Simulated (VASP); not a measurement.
Here is a VASP 6.6.1 calculation.

The input INCAR:

```
PREC = Accurate ; ENCUT = 520
EDIFF = 1E-7 ; ISMEAR = -1
SIGMA = 0.03 ; LREAL = False
LASPH = True ; NELM = 80
ALGO = Normal ; ISIF = 2
LWAVE = False ; LCHARG = False
NBANDS = 32
```

File KPOINTS:

```
regular mesh
0
Gamma
  6 10 6
```

Contents of POSCAR:

```
Cr
1.0
    0.0000000000      0.0000000000      4.4100000000
    2.7140000000      0.0000000000      0.0000000000
    0.0000000000      4.7007858918      0.0000000000
Cr
4
Direct
    0.2500000000      1.0000000000      0.3333333334
    0.2500000000      0.5000000000      0.8333333334
    0.7500000000      0.5000000000      0.1666666666
    0.7500000000      0.0000000000      0.6666666666
```

Potentials or basis: VASP PAW LDA potentials, release 64 (Cr_pv).

The run is started by

```bash
$ cat potpaw_LDA.64/Cr_pv/POTCAR > POTCAR
$ mpirun -np 1 vasp_std > vasp.out
```

(1) Predict the band gap on the k mesh.

(2) Predict the pressure.

(3) What does it give for the largest force?

## Answers

(1) zero (bands 24 and 25 overlap by 0.73 eV).

(2) -39.2 GPa.

(3) 0.010 eV/Å.

Caveat: the cell stands under tension; the run has no spin polarisation, though such a crystal can be magnetic.
